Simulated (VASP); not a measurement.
# Ge2H in VASP: further runs

Runs on Ge2H. Level: PBE+D3(BJ). Tasks: single point.

All numbers are computed with VASP 6.6.1; they aren't measurements. Logs are shortened: lines on timing, memory, paths and dates and some standing lists are left out, and cuts for length are marked.

**1. The cell of the first run**

The cell holds a slab with vacuum, 3 atoms: a = 4.023 Å, b = 4.023 Å, c = 17.684 Å, α = 90.00°, β = 90.00°, γ = 120.00°.

**2. Single point, PBE+D3(BJ), collinear spin**

Input file INCAR:

```
PREC     = Accurate       # precision mode
ENCUT    = 520            # plane-wave cutoff, eV
EDIFF    = 1E-6           # SCF threshold, eV
ISMEAR   = 0              # smearing method
SIGMA    = 0.1            # smearing width, eV
LREAL    = F              # projectors in reciprocal space
LASPH    = T              # aspherical terms in the spheres
NELM     = 150            # most SCF steps
ALGO     = Normal         # electronic algorithm
ISIF     = 2              # what is computed and relaxed
LWAVE    = F              # write WAVECAR
LCHARG   = F              # write CHGCAR
ISPIN    = 2              # spin polarisation
MAGMOM   = 0 0 1          # initial moments
LORBIT   = 11             # projections on sites
LDIPOL   = T            
IDIPOL   = 3            
DIPOL    = 0.5 0.5 0.300
GGA      = PE             # functional
IVDW     = 12             # dispersion correction
NBANDS   = 26             # bands
```

Input file KPOINTS:

```
regular mesh
0
Gamma
  9 9 1
```

Input file POSCAR:

```
Ge2H
1.0
    4.0226895460      0.0000000000      0.0000000000
   -2.0113447730      3.4837513384      0.0000000000
    0.0000000000      0.0000000000     17.6842610184
Ge H
2 1
Direct
    0.3333333333      0.6666666667      0.2648830513
    0.6666666667      0.3333333333      0.2261898304
    1.0000000000      0.0000000000      0.4102100173
```

Potentials or basis: VASP PAW PBE potentials, release 64 (Ge_d, H).

Started as:

```bash
$ cat potpaw_PBE.64/Ge_d/POTCAR potpaw_PBE.64/H/POTCAR > POTCAR
$ mpirun -np 1 vasp_std > vasp.out
```

OUTCAR:

```text
PREC = Accurate
   ENCUT = 520
   EDIFF = 1E-6
   ISMEAR = 0
   LREAL = F
   LASPH = T
   NELM = 150
   ISIF = 2
   ISPIN = 2
   LORBIT = 11
   GGA = PE
   IVDW = 12
 IVDW          = 12

 ion  position               nearest neighbor table
   1  0.333  0.667  0.265-   2 2.42   2 2.42   2 2.42
   2  0.667  0.333  0.226-   1 2.42   1 2.42   1 2.42
   3  0.000  0.000  0.410-

  LATTYP: Found a hexagonal cell.
 ALAT       =     4.0226895460
 C/A-ratio  =     4.3961287134

  Lattice vectors:

 A1 = (   4.0226895460,   0.0000000000,   0.0000000000)
 A2 = (  -2.0113447730,   3.4837513384,   0.0000000000)
 A3 = (   0.0000000000,   0.0000000000,  17.6842610184)

Analysis of symmetry for initial positions (statically):
=====================================================================
 Subroutine PRICEL returns:
 Original cell was already a primitive cell.

 Routine SETGRP: Setting up the symmetry group for a
 hexagonal supercell.

 Subroutine GETGRP returns: Found  6 space group operations
 (whereof  6 operations were pure point group operations)
 out of a pool of 24 trial point group operations.

The static configuration has the point symmetry C_3v.

Analysis of symmetry for dynamics (positions and initial velocities):
=====================================================================
 Subroutine PRICEL returns:
 Original cell was already a primitive cell.

 Routine SETGRP: Setting up the symmetry group for a
 hexagonal supercell.

 Subroutine GETGRP returns: Found  6 space group operations
 (whereof  6 operations were pure point group operations)
 out of a pool of 24 trial point group operations.

The dynamic configuration has the point symmetry C_3v.

Analysis of structural, dynamic, and magnetic symmetry:
=====================================================================
 Subroutine PRICEL returns:
 Original cell was already a primitive cell.

 Routine SETGRP: Setting up the symmetry group for a
 hexagonal supercell.

 Subroutine GETGRP returns: Found  6 space group operations
 (whereof  6 operations were pure point group operations)
 out of a pool of 24 trial point group operations.

The overall configuration has the point symmetry C_3v.

 Subroutine INISYM returns: Found  6 space group operations
 (whereof  6 operations are pure point group operations),
 and found     1 'primitive' translations

----------------------------------------------------------------------------------------

                                     Primitive cell

  volume of cell :     247.8281

  direct lattice vectors                    reciprocal lattice vectors
     4.022689546  0.000000000  0.000000000     0.248589902  0.143523447  0.000000000
    -2.011344773  3.483751338  0.000000000     0.000000000  0.287046894  0.000000000
     0.000000000  0.000000000 17.684261018     0.000000000  0.000000000  0.056547458

  length of vectors
     4.022689546  4.022689546 17.684261018     0.287046894  0.287046894  0.056547458

  position of ions in fractional coordinates (direct lattice)
     0.333333333  0.666666667  0.264883051
     0.666666667  0.333333333  0.226189830
     0.000000000  0.000000000  0.410210017

  ion indices of the primitive-cell ions
   primitive index   ion index
                 1           1
                 2           2
                 3           3

----------------------------------------------------------------------------------------

 KPOINTS: regular mesh

Automatic generation of k-mesh.
 Grid dimensions read from file:
 generate k-points for:    9    9    1

 Generating k-lattice:

  Cartesian coordinates                     Fractional coordinates (reciprocal lattice)
     0.027621100  0.015947050  0.000000000     0.111111111  0.000000000  0.000000000
     0.000000000  0.031894099  0.000000000     0.000000000  0.111111111  0.000000000
     0.000000000  0.000000000  0.056547458     0.000000000  0.000000000  1.000000000

  Length of vectors
     0.031894099  0.031894099  0.056547458

  Shift w.r.t. Gamma in fractional coordinates (k-lattice)
     0.000000000  0.000000000  0.000000000

 Subroutine IBZKPT returns following result:
 ===========================================

 Found     12 irreducible k-points:

 Following reciprocal coordinates:
            Coordinates               Weight
  0.000000  0.000000  0.000000      1.000000
  0.111111  0.000000  0.000000      6.000000
  0.222222  0.000000  0.000000      6.000000
  0.333333  0.000000  0.000000      6.000000
  0.444444  0.000000  0.000000      6.000000
  0.111111  0.111111  0.000000      6.000000
  0.222222  0.111111  0.000000     12.000000
  0.333333  0.111111  0.000000     12.000000
  0.444444  0.111111  0.000000      6.000000
  0.222222  0.222222  0.000000      6.000000
  0.333333  0.222222  0.000000     12.000000
  0.333333  0.333333  0.000000      2.000000
   k-points           NKPTS =     12   k-points in BZ     NKDIM =     12   number of bands    NBANDS=     26
   number of dos      NEDOS =    301   number of ions     NIONS =      3
   total plane-waves  NPLWV = 126000
   dimension x,y,z NGX =    30 NGY =   30 NGZ =  140
   dimension x,y,z NGXF=    60 NGYF=   60 NGZF=  280
   ions per type =               2   1
   NGX,Y,Z   is equivalent  to a cutoff of  12.40, 12.40, 13.16 a.u.
   NGXF,Y,Z  is equivalent  to a cutoff of  24.80, 24.80, 26.32 a.u.
 SYSTEM =  unknown system
   PREC   = accura    normal or accurate (medium, high low for compatibility)
   ISTART =      0    job   : 0-new  1-cont  2-samecut
   ICHARG =      2    charge: 1-file 2-atom 10-const
   ISPIN  =      2    spin polarized calculation?
   LNONCOLLINEAR =      F non collinear calculations
   LSORBIT =      F    spin-orbit coupling
   LASPH  =      T    aspherical Exc in radial PAW
   ENCUT  =  520.0 eV  38.22 Ry    6.18 a.u.   7.48  7.48 32.88*2*pi/ulx,y,z
   NELM   =    150;   NELMIN=  2; NELMDL= -5     # of ELM steps
   EDIFF  = 0.1E-05   stopping-criterion for ELM
   LREAL  =      F    real-space projection
   EDIFFG = 0.1E-04   stopping-criterion for IOM
   NSW    =      0    number of steps for IOM
   IBRION =     -1    ionic relax: 0-MD 1-quasi-New 2-CG
   NFREE  =      0    steps in history (QN), initial steepest desc. (CG)
   ISIF   =      2    stress and relaxation
   ISYM   =      2    0-nonsym 1-usesym 2-fastsym
   POTIM  = 0.5000    time-step for ionic-motion
   TEBEG  =    0.0;   TEEND  =   0.0 temperature during run
   PSTRESS=    0.0 pullay stress
   NELECT =      29.0000    total number of electrons
   NUPDOWN=      -1.0000    fix difference up-down
   EMIN   =  10.00;   EMAX   =-10.00  energy-range for DOS
   EFERMI =   0.00;   METHOD = LEGACY
   ISMEAR =     0;   SIGMA  =   0.10  broadening in eV -4-tet -1-fermi 0-gaus
   EFERMI_NEDOS =   21; number of points for ismear=-14 and -15
   IALGO  =     38    algorithm
   IMIX   =      4    mixing-type and parameters
     AMIX     =   0.40;   BMIX     =  1.00
     AMIX_MAG =   1.60;   BMIX_MAG =  1.00
  volume/ion in A,a.u.               =      82.61       557.48
  Fermi-wavevector in a.u.,A,eV,Ry     =   0.800738  1.513176  8.723810  0.641182
  Thomas-Fermi vector in A             =   1.908092
   LORBIT       =     11    0 simple, 1 ext, 2 COOP (PROOUT), +10 PAW based schemes
   GGA     = PE    functional components
   LHFCALC =     F    Hartree Fock is set to
   AEXX    =    0.0000 exact exchange contribution
   IVDW    =    12    specifies the selected vdW correction
   LEPSILON=     F    determine dielectric tensor
   LRPA    =     F    only Hartree local field effects (RPA)
 spin polarized calculation
 Gauss-broadening in eV      SIGMA  =   0.10
  energy-cutoff  :      520.00
  volume of cell :      247.83
 maximum number of plane-waves:      6709
 NGX is ok and might be reduce to    30
   NGX = 15   NGY = 15   NGZ = 65

 dipolmoment           0.000000      0.000000     -0.000074 electrons x Angstroem

 number of electron      29.0000013 magnetization       1.0077241

 dipolmoment           0.000000      0.000000      0.011208 electrons x Angstroem

 Free energy of the ion-electron system (eV)
  ---------------------------------------------------
  ext. energy  EPLUGINS =         0.00000000
  ---------------------------------------------------
  free energy    TOTEN  =        -9.22371020 eV

  energy without entropy =       -9.22123382  energy(sigma->0) =       -9.22247201

 E-fermi :  -2.7855     XC(G=0):  -2.9000

 val. band max:       -2.8078286648   @ k =   0.3333   0.3333   0.0000
 cond. band min:      -2.7773826792   @ k =   0.3333   0.3333   0.0000
 fundamental gap:      0.0304459856
 Fermi energy:        -2.7854982804

 spin component 1

 k-point     1 :       0.0000    0.0000    0.0000
  band No.  band energies     occupation
      1     -27.2752      1.00000
      2     -27.2752      1.00000
      3     -27.2251      1.00000
      4     -27.2251      1.00000
      5     -27.2238      1.00000
      6     -27.1550      1.00000
[... 18 lines left out ...]
     25       5.5495      0.00000
     26       6.2053      0.00000

 k-point     2 :       0.1111    0.0000    0.0000
  band No.  band energies     occupation
      1     -27.2818      1.00000
      2     -27.2799      1.00000
      3     -27.2376      1.00000
      4     -27.2184      1.00000
      5     -27.2072      1.00000
      6     -27.1472      1.00000
[... 18 lines left out ...]
     25       6.0833      0.00000
[... 260 lines left out ...]
     25       5.6928      0.00000
     26       5.9949      0.00000

 k-point    12 :       0.3333    0.3333    0.0000
  band No.  band energies     occupation
      1     -27.3188      1.00000
      2     -27.2827      1.00000
      3     -27.2815      1.00000
      4     -27.1832      1.00000
      5     -27.1189      1.00000
      6     -27.1182      1.00000
[... 18 lines left out ...]
     25       5.4991      0.00000
     26       5.6894      0.00000
 Fermi energy:        -2.7854982804

 spin component 2

 k-point     1 :       0.0000    0.0000    0.0000
  band No.  band energies     occupation
      1     -27.2718      1.00000
      2     -27.2718      1.00000
      3     -27.2214      1.00000
      4     -27.2214      1.00000
      5     -27.2196      1.00000
      6     -27.1507      1.00000
[... 18 lines left out ...]
     25       6.0557      0.00000
     26       6.8068      0.00000

 k-point     2 :       0.1111    0.0000    0.0000
  band No.  band energies     occupation
      1     -27.2783      1.00000
      2     -27.2764      1.00000
      3     -27.2335      1.00000
      4     -27.2146      1.00000
      5     -27.2034      1.00000
      6     -27.1429      1.00000
[... 18 lines left out ...]
     25       6.2918      0.00000
[... 260 lines left out ...]
     25       6.1254      0.00000
     26       6.2517      0.00000

 k-point    12 :       0.3333    0.3333    0.0000
  band No.  band energies     occupation
      1     -27.3155      1.00000
      2     -27.2788      1.00000
      3     -27.2773      1.00000
      4     -27.1793      1.00000
      5     -27.1163      1.00000
      6     -27.1143      1.00000
[... 18 lines left out ...]
     25       5.7313      0.00000
     26       6.0408      0.00000

------------------------ aborting loop because EDIFF is reached ----------------------------------------

 vacuum level on the upper side and lower side of the slab       (xc-potential included)        -0.018        -0.143

 Edisp (eV)   -0.36834

 E8    (eV) :    -0.1657

  FORCE on cell =-STRESS in cart. coord.  units (eV):
  Direction    XX          YY          ZZ          XY          YZ          ZX
  --------------------------------------------------------------------------------------
  -------------------------------------------------------------------------------------
  Total      -0.12288    -0.12288    -0.24223     0.00000     0.00000    -0.00000
  in kB      -0.79440    -0.79440    -1.56596     0.00000     0.00000    -0.00000
  external pressure =       -1.05 kB  Pullay stress =        0.00 kB

 VOLUME and BASIS-vectors are now :
 -----------------------------------------------------------------------------
  energy-cutoff  :      520.00
  volume of cell :      247.83
      direct lattice vectors                 reciprocal lattice vectors
     4.022689546  0.000000000  0.000000000     0.248589902  0.143523447  0.000000000
    -2.011344773  3.483751338  0.000000000     0.000000000  0.287046894  0.000000000
     0.000000000  0.000000000 17.684261018     0.000000000  0.000000000  0.056547458

 POSITION                                       TOTAL-FORCE (eV/Angst)
 -----------------------------------------------------------------------------------
     -0.00000      2.32250      4.68426         0.000000      0.000000      0.088147
      2.01134      1.16125      4.00000        -0.000000      0.000000     -0.003013
      0.00000      0.00000      7.25426         0.000000     -0.000000     -0.085134
 -----------------------------------------------------------------------------------
    total drift:                               -0.000000     -0.000000      0.000797

  FREE ENERGIE OF THE ION-ELECTRON SYSTEM (eV)
  ---------------------------------------------------
  free  energy   TOTEN  =        -9.5920537357 eV

  energy  without entropy=       -9.5895773635  energy(sigma->0) =       -9.59081555

 vacuum level on the upper side and lower side of the slab         1.758         1.617

 total charge

# of ion       s       p       d       tot
------------------------------------------
    1        1.181   1.141  10.007  12.329
    2        1.181   1.145  10.006  12.332
    3        0.378   0.000   0.000   0.378
--------------------------------------------------
tot          2.740   2.286  20.013  25.039

 magnetization (x)

# of ion       s       p       d       tot
------------------------------------------
    1        0.004  -0.007   0.002  -0.001
    2        0.003   0.031  -0.001   0.033
    3        0.371   0.000   0.000   0.371
--------------------------------------------------
tot          0.378   0.024   0.001   0.403
```

It took 3 min on 1 thread of Intel Xeon 6975P-C (Granite Rapids), shared host; peak memory 0.49 GiB.

What came out:

```
Free energy                                           : -9.5921 eV
Largest force                                         : 0.088 eV/Å
Band gap on the k mesh                                : 0.03 eV
Net moment                                            : 1.01 μB per cell
Site moments                                          : Ge -0.00, +0.03; H +0.37 μB
Valence electrons inside the program's atomic spheres : Ge 12.33; H 0.38
Dispersion energy per atom                            : -0.123 eV
```

Forces in eV/Å, atoms in the order of the input:
```
Ge   0.000  0.000  0.088
Ge   0.000  0.000 -0.003
H    0.000  0.000 -0.085
```

(Part 1 of 2 ends here.)
